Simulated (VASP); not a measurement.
Write the native input for VASP 6.6.1 that does the following.

| Property | Result |
| --- | --- |
| Task | density of states |
| Functional | LDA |
| Potentials or basis | VASP PAW LDA potentials, release 64 (Cd, S) |
| Cutoff | 400 eV |
| k mesh | 6 × 6 × 6 |
| Occupations | fermi-dirac, width 0.1 eV |
| Spin | no spin polarisation |
| Dipole correction | no |
| k mesh for the DOS | 9 × 9 × 9 |
| Occupations for the DOS | tetrahedron |
| Further INCAR settings | ALGO = Normal; EDIFF = 1e-06; NBANDS = 16 |

Crystal: CdS.

```
Cd S
1.0
     0.00000    2.75324    2.75324
     2.75324    0.00000    2.75324
     2.75324    2.75324    0.00000
Cd S
1 1
Direct
  0.00000 0.00000 0.00000
  0.50000 0.50000 0.50000
```

One way to write it, as run:

POSCAR

```
CdS
1.0
    0.0000000000      2.7532440000      2.7532440000
    2.7532440000      0.0000000000      2.7532440000
    2.7532440000      2.7532440000      0.0000000000
Cd S
1 1
Direct
    0.0000000000      0.0000000000      0.0000000000
    0.5000000000      0.5000000000      0.5000000000
```

INCAR.step1

```
  ALGO = Normal
  EDIFF = 1E-6
  ENCUT = 400
  GGA_COMPAT = False
  ISIF = 2
  ISMEAR = -1
  LASPH = True
  LCHARG = True
  LORBIT = 11
  LREAL = False
  LWAVE = False
  NBANDS = 16
  NEDOS = 2001
  NELM = 120
  PREC = Accurate
  SIGMA = 0.1
```

KPOINTS.step1

```
k-points
0
Gamma
  6 6 6
```

INCAR.step2

```
  ALGO = Normal
  EDIFF = 1E-6
  ENCUT = 400
  GGA_COMPAT = False
  ICHARG = 11
  ISIF = 2
  ISMEAR = -5
  LASPH = True
  LCHARG = False
  LORBIT = 11
  LREAL = False
  LWAVE = False
  NBANDS = 16
  NEDOS = 2001
  NELM = 120
  PREC = Accurate
  SIGMA = 0.1
```

KPOINTS.step2

```
k-points
0
Gamma
  9 9 9
```

Potentials or basis: VASP PAW LDA potentials, release 64 (Cd, S).

The run is started by

```bash
$ cat potpaw_LDA.64/Cd/POTCAR potpaw_LDA.64/S/POTCAR > POTCAR
$ cp INCAR.step1 INCAR
$ cp KPOINTS.step1 KPOINTS
$ mpirun -np 1 vasp_std > vasp.out
$ cp INCAR.step2 INCAR
$ cp KPOINTS.step2 KPOINTS
$ mpirun -np 1 vasp_std > vasp.out
```

Results of the run:

```
Valence electrons inside the program's atomic spheres : Cd 10.20; S 3.68
```

Wall time 22 s on 1 thread of Intel Xeon 6975P-C, on a shared host, peak memory 0.14 GiB.
